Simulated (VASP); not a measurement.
# CuAu3 (Pm-3m) in VASP: a series of runs, part 2 of 2

VASP 6.6.1. Earlier steps stand in the parts before.

### Step 3. Electric field gradients, LDA (15.60 Å³/atom)

This run uses another cell than the first one, of 15.60 Å³/atom.

INCAR

```
  PREC = Accurate
  ENCUT = 610
  EDIFF = 1E-8
  ISMEAR = -1
  SIGMA = 0.05
  LREAL = F
  LASPH = T
  NELM = 120
  ALGO = Normal
  ISIF = 2
  LWAVE = F
  LCHARG = F
  LEFG = T
  NBANDS = 46
  GGA_COMPAT = F
```

KPOINTS

```
Automatic mesh
0
Gamma
  9 9 9
```

POSCAR

```
CuAu3
1.0
    3.9666888638      0.0000000000      0.0000000000
    0.0000000000      3.9666888638      0.0000000000
    0.0000000000      0.0000000000      3.9666888638
Cu Au
1 3
Direct
    0.0000000000      0.0000000000      0.0000000000
    0.0000000000      0.5000000000      0.5000000000
    0.5000000000      0.0000000000      0.5000000000
    0.5000000000      0.5000000000      0.0000000000
```

Potentials or basis: VASP PAW LDA potentials, release 64 (Cu_sv_GW, Au_sv_GW).

The run is started by

```bash
cat potpaw_LDA.64/Cu_sv_GW/POTCAR potpaw_LDA.64/Au_sv_GW/POTCAR > POTCAR
mpirun -np 1 vasp_std > vasp.out
```

OUTCAR:

```text
PREC = Accurate
   ENCUT = 610
   EDIFF = 1E-8
   ISMEAR = -1
   LREAL = F
   LASPH = T
   NELM = 120
   ISIF = 2

 ion  position               nearest neighbor table
   1  0.000  0.000  0.000-   2 2.80   3 2.80   4 2.80   2 2.80   3 2.80   2 2.80   4 2.80   2 2.80
                             3 2.80   4 2.80   3 2.80   4 2.80
   2  0.000  0.500  0.500-   1 2.80   3 2.80   4 2.80   1 2.80   4 2.80   1 2.80   3 2.80   1 2.80
                             3 2.80   4 2.80   4 2.80   3 2.80
   3  0.500  0.000  0.500-   1 2.80   2 2.80   4 2.80   1 2.80   4 2.80   2 2.80   4 2.80   4 2.80
                             1 2.80   2 2.80   1 2.80   2 2.80
   4  0.500  0.500  0.000-   1 2.80   2 2.80   3 2.80   2 2.80   3 2.80   1 2.80   3 2.80   3 2.80
                             1 2.80   2 2.80   2 2.80   1 2.80

  LATTYP: Found a simple cubic cell.
 ALAT       =     3.9666888638

  Lattice vectors:

 A1 = (   3.9666888638,   0.0000000000,   0.0000000000)
 A2 = (   0.0000000000,   3.9666888638,   0.0000000000)
 A3 = (   0.0000000000,   0.0000000000,   3.9666888638)

Analysis of symmetry for initial positions (statically):
=====================================================================
 Subroutine PRICEL returns:
[... 1383 lines left out ...]
      1.98334      0.00000      1.98334         0.000000      0.000000      0.000000
      1.98334      1.98334      0.00000         0.000000      0.000000      0.000000
 -----------------------------------------------------------------------------------
    total drift:                                0.000000     -0.000000     -0.000000

  FREE ENERGIE OF THE ION-ELECTRON SYSTEM (eV)
  ---------------------------------------------------
  free  energy   TOTEN  =       -16.2797060971 eV

  energy  without entropy=      -16.2712187099  energy(sigma->0) =      -16.27546240

 Electric field gradients (V/A^2)
---------------------------------------------------------------------
 ion       V_xx      V_yy      V_zz      V_xy      V_xz      V_yz
---------------------------------------------------------------------
   1      -0.000    -0.000    -0.000    -0.000     0.000    -0.000
   2     -59.276    29.638    29.638     0.000     0.000     0.000
   3      29.638   -59.276    29.638    -0.000     0.000     0.000
   4      29.638    29.638   -59.276    -0.000     0.000     0.000
---------------------------------------------------------------------

 Electric field gradients after diagonalization (V/A^2)
 (convention: |V_zz| > |V_xx| > |V_yy|)
----------------------------------------------------------------------
 ion       V_xx      V_yy      V_zz     asymmetry (V_yy - V_xx)/ V_zz
----------------------------------------------------------------------
   1      -0.000    -0.000    -0.000      -0.333
   2      29.638    29.638   -59.276       0.000
   3      29.638    29.638   -59.276       0.000
   4      29.638    29.638   -59.276       0.000
----------------------------------------------------------------------

           NMR quadrupolar parameters

 Cq : quadrupolar parameter    Cq=e*Q*V_zz/h
 eta: asymmetry parameters     (V_yy - V_xx)/ V_zz
 Q  : nuclear electric quadrupole moment in mb (millibarn)
----------------------------------------------------------------------
 ion       Cq(MHz)       eta       Q (mb)
----------------------------------------------------------------------
   1      -0.000      -0.333       1.000
   2      -0.143       0.000       1.000
   3      -0.143       0.000       1.000
   4      -0.143       0.000       1.000
----------------------------------------------------------------------
```

OSZICAR:

```text
N       E                     dE             d eps       ncg     rms          rms(c)
DAV:   1     0.227287001694E+04    0.22729E+04   -0.44649E+04  4282   0.392E+03
DAV:   2     0.400065228101E+03   -0.18728E+04   -0.18196E+04  4368   0.142E+03
DAV:   3     0.231511760706E+02   -0.37691E+03   -0.35564E+03  5590   0.738E+02
[... 14 lines left out ...]
DAV:  18    -0.162797061605E+02    0.99863E-07   -0.15443E-07  5122   0.129E-02    0.345E-02
DAV:  19    -0.162797061137E+02    0.46835E-07   -0.96317E-08  3508   0.116E-02    0.452E-02
DAV:  20    -0.162797061133E+02    0.42201E-09   -0.11317E-07  3614   0.874E-03    0.433E-02
DAV:  21    -0.162797061003E+02    0.12966E-07   -0.73313E-08  3362   0.901E-03    0.279E-02
DAV:  22    -0.162797060971E+02    0.32414E-08   -0.12957E-08  2364   0.304E-03
   1 F= -.16279706E+02 E0= -.16275462E+02  d E =-.848739E-02
```

Run time: 98 s. Hardware: 1 thread of Intel Xeon Platinum 8488C (Sapphire Rapids), shared host; peak memory 0.25 GiB.

Results:

```yaml
Free_energy: -16.2797 eV
Pressure: -4.0 GPa
Band_gap_on_the_k_mesh: zero (bands 38 and 39 overlap by 1.60 eV)
Largest_electric_field_gradient_by_atom: Cu -0.0; Au -59.3 V/Å²
```

Electric field gradients, principal values (V/Å²):
```csv
atom,least,middle,greatest (by size)
1 Cu,0.000,0.000,0.000
2 Au,29.638,29.638,-59.276
3 Au,29.638,29.638,-59.276
4 Au,29.638,29.638,-59.276
```

Caveat: the cell stands under tension; without QUAD_EFG the Cq values of the log hold for a quadrupole moment of 1 mb, not for the nuclei; spin-orbit coupling is left out, which moves the levels of the heavy elements.

### Step 4. Electric field gradients, LDA (15.13 Å³/atom)

This run uses another cell than the first one, of 15.13 Å³/atom.

INCAR

```
SYSTEM = CuAu3
PREC = Accurate
ENCUT = 610
EDIFF = 1E-8
ISMEAR = -1
SIGMA = 0.05
LREAL = .False.
LASPH = .True.
NELM = 120
ALGO = Normal
ISIF = 2
LWAVE = .False.
LCHARG = .False.
LEFG = .True.
NBANDS = 46
GGA_COMPAT = .False.
```

KPOINTS

```
Automatic mesh
0
Gamma
  9 9 9
  0 0 0
```

POSCAR

```
CuAu3
1.0
    3.9262096223      0.0000000000      0.0000000000
    0.0000000000      3.9262096223      0.0000000000
    0.0000000000      0.0000000000      3.9262096223
Cu Au
1 3
Direct
    0.0000000000      0.0000000000      0.0000000000
    0.0000000000      0.5000000000      0.5000000000
    0.5000000000      0.0000000000      0.5000000000
    0.5000000000      0.5000000000      0.0000000000
```

Potentials or basis: VASP PAW LDA potentials, release 64 (Cu_sv_GW, Au_sv_GW).

The run is started by

```bash
cat potpaw_LDA.64/Cu_sv_GW/POTCAR potpaw_LDA.64/Au_sv_GW/POTCAR > POTCAR
mpirun -np 1 vasp_std > vasp.out
```

OUTCAR:

```text
SYSTEM = CuAu3
   PREC = Accurate
   ENCUT = 610
   EDIFF = 1E-8
   ISMEAR = -1
   LREAL = .False.
   LASPH = .True.
   NELM = 120
   ISIF = 2

 ion  position               nearest neighbor table
   1  0.000  0.000  0.000-   2 2.78   3 2.78   4 2.78   2 2.78   3 2.78   2 2.78   4 2.78   2 2.78
                             3 2.78   4 2.78   3 2.78   4 2.78
   2  0.000  0.500  0.500-   1 2.78   3 2.78   4 2.78   1 2.78   4 2.78   1 2.78   3 2.78   1 2.78
                             3 2.78   4 2.78   4 2.78   3 2.78
   3  0.500  0.000  0.500-   1 2.78   2 2.78   4 2.78   1 2.78   4 2.78   2 2.78   4 2.78   4 2.78
                             1 2.78   2 2.78   1 2.78   2 2.78
   4  0.500  0.500  0.000-   1 2.78   2 2.78   3 2.78   2 2.78   3 2.78   1 2.78   3 2.78   3 2.78
                             1 2.78   2 2.78   2 2.78   1 2.78

  LATTYP: Found a simple cubic cell.
 ALAT       =     3.9262096223

  Lattice vectors:

 A1 = (   3.9262096223,   0.0000000000,   0.0000000000)
 A2 = (   0.0000000000,   3.9262096223,   0.0000000000)
 A3 = (   0.0000000000,   0.0000000000,   3.9262096223)

Analysis of symmetry for initial positions (statically):
=====================================================================
[... 1385 lines left out ...]
      1.96310      1.96310      0.00000         0.000000      0.000000      0.000000
 -----------------------------------------------------------------------------------
    total drift:                                0.000000     -0.000000     -0.000000

  FREE ENERGIE OF THE ION-ELECTRON SYSTEM (eV)
  ---------------------------------------------------
  free  energy   TOTEN  =       -16.2831899395 eV

  energy  without entropy=      -16.2741558306  energy(sigma->0) =      -16.27867289

 Electric field gradients (V/A^2)
---------------------------------------------------------------------
 ion       V_xx      V_yy      V_zz      V_xy      V_xz      V_yz
---------------------------------------------------------------------
   1      -0.000    -0.000    -0.000     0.000    -0.000    -0.000
   2     -63.083    31.541    31.541    -0.000    -0.000    -0.000
   3      31.541   -63.083    31.541    -0.000    -0.000    -0.000
   4      31.541    31.541   -63.083    -0.000    -0.000    -0.000
---------------------------------------------------------------------

 Electric field gradients after diagonalization (V/A^2)
 (convention: |V_zz| > |V_xx| > |V_yy|)
----------------------------------------------------------------------
 ion       V_xx      V_yy      V_zz     asymmetry (V_yy - V_xx)/ V_zz
----------------------------------------------------------------------
   1      -0.000    -0.000    -0.000      -0.188
   2      31.541    31.541   -63.083       0.000
   3      31.541    31.541   -63.083       0.000
   4      31.541    31.541   -63.083       0.000
----------------------------------------------------------------------

           NMR quadrupolar parameters

 Cq : quadrupolar parameter    Cq=e*Q*V_zz/h
 eta: asymmetry parameters     (V_yy - V_xx)/ V_zz
 Q  : nuclear electric quadrupole moment in mb (millibarn)
----------------------------------------------------------------------
 ion       Cq(MHz)       eta       Q (mb)
----------------------------------------------------------------------
   1      -0.000      -0.188       1.000
   2      -0.153       0.000       1.000
   3      -0.153       0.000       1.000
   4      -0.153       0.000       1.000
----------------------------------------------------------------------
```

stdout:

```text
POSCAR found type information on POSCAR CuAu
 POSCAR found :  2 types and       4 ions
 scaLAPACK will be used
 LDA part: xc-table for (Slater(with rela. corr.)+CA(PZ))
 , standard interpolation
 POSCAR, INCAR and KPOINTS ok, starting setup
 FFT: planning ... GRIDC
 FFT: planning ... GRID_SOFT
 FFT: planning ... GRID
 WAVECAR not read
 entering main loop
ion   1

ion   2

ion   3

ion   4
```

Run time: 2.7 min. Hardware: 1 thread of Intel Xeon Platinum 8488C (Sapphire Rapids), shared host; peak memory 0.25 GiB.

What came out:

```
Free energy                             : -16.2832 eV
Pressure                                : 1.8 GPa
Band gap on the k mesh                  : zero (bands 38 and 39 overlap by 1.65 eV)
Largest electric field gradient by atom : Cu -0.0; Au -63.1 V/Å²
```

Electric field gradients, principal values (V/Å²):
| atom | least | middle | greatest (by size) |
| --- | --- | --- | --- |
| 1 Cu | 0.000 | 0.000 | 0.000 |
| 2 Au | 31.541 | 31.541 | -63.083 |
| 3 Au | 31.541 | 31.541 | -63.083 |
| 4 Au | 31.541 | 31.541 | -63.083 |

Caveat: without QUAD_EFG the Cq values of the log hold for a quadrupole moment of 1 mb, not for the nuclei; spin-orbit coupling is left out, which moves the levels of the heavy elements.

### Step 5. Electric field gradients, LDA (16.08 Å³/atom)

This run uses another cell than the first one, of 16.08 Å³/atom.

INCAR

```
SYSTEM = CuAu3
  PREC = Accurate
  ENCUT = 610
  EDIFF = 1E-8
  ISMEAR = -1
  SIGMA = 0.05
  LREAL = .False.
  LASPH = .True.
  NELM = 120
  ALGO = Normal
  ISIF = 2
  LWAVE = .False.
  LCHARG = .False.
  GGA = CA
  LEFG = .True.
  NBANDS = 46
  GGA_COMPAT = .False.
```

KPOINTS is that of step 4.

POSCAR

```
CuAu3
1.0
    4.0063583840      0.0000000000      0.0000000000
    0.0000000000      4.0063583840      0.0000000000
    0.0000000000      0.0000000000      4.0063583840
Cu Au
1 3
Direct
    0.0000000000      0.0000000000      0.0000000000
    0.0000000000      0.5000000000      0.5000000000
    0.5000000000      0.0000000000      0.5000000000
    0.5000000000      0.5000000000      0.0000000000
```

Potentials or basis: VASP PAW LDA potentials, release 64 (Cu_sv_GW, Au_sv_GW).

The run is started by

```bash
cat potpaw_LDA.64/Cu_sv_GW/POTCAR potpaw_LDA.64/Au_sv_GW/POTCAR > POTCAR
mpirun -np 1 vasp_std > vasp.out
```

OUTCAR:

```text
SYSTEM = CuAu3
   PREC = Accurate
   ENCUT = 610
   EDIFF = 1E-8
   ISMEAR = -1
   LREAL = .False.
   LASPH = .True.
   NELM = 120
   ISIF = 2
   GGA = CA

 ion  position               nearest neighbor table
   1  0.000  0.000  0.000-   2 2.83   3 2.83   4 2.83   2 2.83   3 2.83   2 2.83   4 2.83   2 2.83
                             3 2.83   4 2.83   3 2.83   4 2.83
   2  0.000  0.500  0.500-   1 2.83   3 2.83   4 2.83   1 2.83   4 2.83   1 2.83   3 2.83   1 2.83
                             3 2.83   4 2.83   4 2.83   3 2.83
   3  0.500  0.000  0.500-   1 2.83   2 2.83   4 2.83   1 2.83   4 2.83   2 2.83   4 2.83   4 2.83
                             1 2.83   2 2.83   1 2.83   2 2.83
   4  0.500  0.500  0.000-   1 2.83   2 2.83   3 2.83   2 2.83   3 2.83   1 2.83   3 2.83   3 2.83
                             1 2.83   2 2.83   2 2.83   1 2.83

  LATTYP: Found a simple cubic cell.
 ALAT       =     4.0063583840

  Lattice vectors:

 A1 = (   4.0063583840,   0.0000000000,   0.0000000000)
 A2 = (   0.0000000000,   4.0063583840,   0.0000000000)
 A3 = (   0.0000000000,   0.0000000000,   4.0063583840)

Analysis of symmetry for initial positions (statically):
=====================================================================
 Subroutine PRICEL returns:
 Original cell was already a primitive cell.

 Routine SETGRP: Setting up the symmetry group for a
 simple cubic supercell.

 Subroutine GETGRP returns: Found 48 space group operations
 (whereof 48 operations were pure point group operations)
 out of a pool of 48 trial point group operations.

The static configuration has the point symmetry O_h .

Analysis of symmetry for dynamics (positions and initial velocities):
[... 1349 lines left out ...]
  FORCE on cell =-STRESS in cart. coord.  units (eV):
  Direction    XX          YY          ZZ          XY          YZ          ZX
  --------------------------------------------------------------------------------------
  -------------------------------------------------------------------------------------
  Total       -3.4882488     -3.4882488     -3.4882488      0.0000000      0.0000000     -0.0000000
  in kB      -86.9097801    -86.9097801    -86.9097801      0.0000000      0.0000000     -0.0000000
  external PRESSURE =     -86.9097801 kB  Pullay stress =       0.0000000 kB

 VOLUME and BASIS-vectors are now :
 -----------------------------------------------------------------------------
  energy-cutoff  :      610.00
  volume of cell :       64.31
      direct lattice vectors                 reciprocal lattice vectors
     4.006358384  0.000000000  0.000000000     0.249603232  0.000000000  0.000000000
     0.000000000  4.006358384  0.000000000     0.000000000  0.249603232  0.000000000
     0.000000000  0.000000000  4.006358384     0.000000000  0.000000000  0.249603232

 POSITION                                       TOTAL-FORCE (eV/Angst)
 -----------------------------------------------------------------------------------
      0.00000      0.00000      0.00000         0.000000      0.000000      0.000000
      0.00000      2.00318      2.00318         0.000000      0.000000      0.000000
      2.00318      0.00000      2.00318         0.000000      0.000000      0.000000
      2.00318      2.00318      0.00000         0.000000      0.000000      0.000000
 -----------------------------------------------------------------------------------
    total drift:                                0.000000     -0.000000     -0.000000

  FREE ENERGIE OF THE ION-ELECTRON SYSTEM (eV)
  ---------------------------------------------------
  free  energy   TOTEN  =       -16.2144561536 eV

  energy  without entropy=      -16.2066842048  energy(sigma->0) =      -16.21057018

 Electric field gradients (V/A^2)
---------------------------------------------------------------------
 ion       V_xx      V_yy      V_zz      V_xy      V_xz      V_yz
---------------------------------------------------------------------
   1       0.000     0.000    -0.000    -0.000    -0.000    -0.000
   2     -55.845    27.922    27.922    -0.000    -0.000    -0.000
   3      27.922   -55.845    27.922    -0.000    -0.000    -0.000
   4      27.922    27.922   -55.845    -0.000    -0.000    -0.000
---------------------------------------------------------------------

 Electric field gradients after diagonalization (V/A^2)
 (convention: |V_zz| > |V_xx| > |V_yy|)
----------------------------------------------------------------------
 ion       V_xx      V_yy      V_zz     asymmetry (V_yy - V_xx)/ V_zz
----------------------------------------------------------------------
   1       0.000     0.000    -0.000       0.049
   2      27.922    27.922   -55.845       0.000
   3      27.922    27.922   -55.845       0.000
   4      27.922    27.922   -55.845       0.000
----------------------------------------------------------------------

           NMR quadrupolar parameters

 Cq : quadrupolar parameter    Cq=e*Q*V_zz/h
 eta: asymmetry parameters     (V_yy - V_xx)/ V_zz
 Q  : nuclear electric quadrupole moment in mb (millibarn)
----------------------------------------------------------------------
 ion       Cq(MHz)       eta       Q (mb)
----------------------------------------------------------------------
   1      -0.000       0.049       1.000
   2      -0.135       0.000       1.000
   3      -0.135       0.000       1.000
   4      -0.135       0.000       1.000
----------------------------------------------------------------------
```

It took 71 s on 1 thread of Intel Xeon 6975P-C (Granite Rapids), shared host; peak memory 0.25 GiB.

Results:

| Item | Value |
| --- | --- |
| Free energy | -16.2145 eV |
| Pressure | -8.7 GPa |
| Band gap on the k mesh | zero (bands 38 and 39 overlap by 1.55 eV) |
| Largest electric field gradient by atom | Cu +0.0; Au -55.8 V/Å² |

Levels at points of the mesh, in eV from the Fermi level:
```csv
k point,band 34,band 35,band 36,band 37,band 38,band 39,band 40,band 41,band 42,band 43
"(0.00, 0.00, 0.00)",-1.55,-1.47,-1.47,-1.47,1.04,1.04,1.04,5.81,5.81,6.55
```

Electric field gradients, principal values (V/Å²):
| atom | least | middle | greatest (by size) |
| --- | --- | --- | --- |
| 1 Cu | 0.000 | 0.000 | 0.000 |
| 2 Au | 27.922 | 27.922 | -55.845 |
| 3 Au | 27.922 | 27.922 | -55.845 |
| 4 Au | 27.922 | 27.922 | -55.845 |

Caveat: the cell stands under tension; without QUAD_EFG the Cq values of the log hold for a quadrupole moment of 1 mb, not for the nuclei; spin-orbit coupling is left out, which moves the levels of the heavy elements.

### Step 6. Summary

| cell | gap on the mesh (eV) | pressure (GPa) |
| --- | --- | --- |
| a = 3.953 Å, 4 atoms | none | -2.2 |
| a = 3.967 Å, 4 atoms | none | -4.0 |
| a = 3.926 Å, 4 atoms | none | 1.8 |
| a = 4.006 Å, 4 atoms | none | -8.7 |

Alike in all rows: task electric field gradients; level LDA; potentials or basis VASP PAW LDA potentials, release 64 (Cu_sv_GW, Au_sv_GW); no spin polarisation; k mesh 9 × 9 × 9; cutoff (eV) 610; smearing fermi-dirac 0.05 eV.

Caveats: spin-orbit coupling is left out, which moves the levels of the heavy elements; the cell stands under tension (at least some runs).

Absolute energies hang on the potentials; compare differences alone.
